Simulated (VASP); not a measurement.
Here is a VASP 6.6.1 calculation.

File INCAR:

```
  PREC = Accurate
  ENCUT = 520
  EDIFF = 1E-7
  ISMEAR = 0
  SIGMA = 0.1
  LREAL = False
  LASPH = True
  NELM = 60
  ALGO = Normal
  ISIF = 2
  LWAVE = False
  LCHARG = False
  GGA = PE
  NBANDS = 46
```

Contents of KPOINTS:

```
regular mesh
0
Gamma
  4 4 4
```

Contents of POSCAR:

```
CdS
1.0
   -4.0401256935      4.0401256935      4.0401256935
    4.0401256935     -4.0401256935      4.0401256935
    4.0401256935      4.0401256935     -4.0401256935
Cd S
4 4
Direct
    0.3215737152      0.3215737152      0.3215737152
    0.0000000000      0.0000000000      0.6784262848
    0.0000000000      0.6784262848      0.0000000000
    0.6784262848      0.0000000000      0.0000000000
    0.6740561501      0.6740561501      0.6740561501
    0.0000000000      0.0000000000      0.3259438499
    0.0000000000      0.3259438499      0.0000000000
    0.3259438499      0.0000000000      0.0000000000
```

Potentials or basis: VASP PAW PBE potentials, release 64 (Cd, S).

Run with:

```bash
$ cat potpaw_PBE.64/Cd/POTCAR potpaw_PBE.64/S/POTCAR > POTCAR
$ mpirun -np 1 vasp_std > vasp.out
```

Q: What does it give for the largest force?

A: 0.030 eV/Å.

Q: Estimate the pressure.

A: 0.3 GPa.

Q: What does it give for the band gap on the k mesh?

A: 1.50 eV (least direct gap 1.52 eV).

Forces in eV/Å, atoms in the order of the input:
```
Cd   0.011  0.011  0.011
Cd  -0.011 -0.011  0.011
Cd  -0.011  0.011 -0.011
Cd   0.011 -0.011 -0.011
S   -0.017 -0.017 -0.017
S    0.017  0.017 -0.017
S    0.017 -0.017  0.017
S   -0.017  0.017  0.017
```

A k mesh can miss the band edges.
